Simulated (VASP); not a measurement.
Write the native input for VASP 6.6.1 that does the following.

```yaml
Task: single point
Functional: LDA
Potentials_or_basis: VASP PAW LDA potentials, release 64 (Ba_sv, Ti_sv, O)
Cutoff: 600 eV
k_mesh: 6 × 6 × 6
Occupations: fermi-dirac, width 0.05 eV
Spin: no spin polarisation
Hubbard_terms: Ti d U = 6.0 eV
Dipole_correction: no
Further_INCAR_settings: ALGO = Normal; EDIFF = 1e-06; NBANDS = 51
```

The structure of BaTiO3 lies in POSCAR:

```
BaTiO3
1.0
    2.8276681600     -4.8976649200      0.0000000000
    5.6553363200      0.0000000000      0.0000000000
    2.8276681600     -1.6325549700      4.6354632200
Ba Ti O
2 2 6
Direct
    0.9177924700      0.9677509100      0.9738373600
    0.5774295100      0.6545572300      0.3489314600
    0.8554444300      0.7046525900      0.7824091600
    0.2254501000      0.1942032400      0.3459340700
    0.1078378300      0.4659246800      0.9425172400
    0.5268240400      0.0623520400      0.3607577300
    0.6266454800      0.3989537400      0.0195656800
    0.8613690900      0.0487807000      0.5609802200
    0.5045799500      0.9888950700      0.0529161400
    0.8179271000      0.5352298000      0.5482509300
```

One way to write it, as run:

INCAR

```
SYSTEM = BaTiO3
PREC     = Accurate       ! precision mode
ENCUT    = 600            ! plane-wave cutoff, eV
EDIFF    = 1E-6           ! SCF threshold, eV
ISMEAR   = -1             ! smearing method
SIGMA    = 0.05           ! smearing width, eV
LREAL    = .FALSE.        ! projectors in reciprocal space
LASPH    = .TRUE.         ! aspherical terms in the spheres
NELM     = 200            ! most SCF steps
ALGO     = Normal         ! electronic algorithm
ISIF     = 2              ! what is computed and relaxed
LWAVE    = .FALSE.        ! write WAVECAR
LCHARG   = .FALSE.        ! write CHGCAR
LMAXMIX  = 4              ! l up to which the mixer works
LDAU     = .TRUE.         ! DFT+U
LDAUTYPE = 2            
LDAUL    = -1 2 -1        ! shell
LDAUU    = 0 6 0          ! U, eV
LDAUJ    = 0 0 0        
LDAUPRINT= 1            
GGA      = CA             ! functional
NBANDS   = 51             ! bands
GGA_COMPAT= .FALSE.      
KPAR     = 4
```

KPOINTS

```
regular mesh
0
G
  6 6 6
  0 0 0
```

Potentials or basis: VASP PAW LDA potentials, release 64 (Ba_sv, Ti_sv, O).

The run is started by

```console
$ cat potpaw_LDA.64/Ba_sv/POTCAR potpaw_LDA.64/Ti_sv/POTCAR potpaw_LDA.64/O/POTCAR > POTCAR
$ mpirun -np 4 vasp_std > vasp.out
```

It gave:

```
Pressure               : 72.4 GPa
Largest force          : 25.548 eV/Å
Band gap on the k mesh : 0.70 eV (least direct gap 0.88 eV)
```

Caveat: atoms lie so close that the PAW spheres overlap strongly, which falsifies energies and pressures; the stress differs along the axes, from 66 to 79 GPa; spin-orbit coupling is left out, which moves the levels of the heavy elements; forces of over 1 eV/Å act on the atoms, so gaps and moduli don't describe the material at rest.

Run time: 5.7 min on 4 MPI ranks on Intel(R) Xeon(R) Platinum 8488C (Sapphire Rapids), with other jobs on the host, peak memory 0.76 GiB a rank.
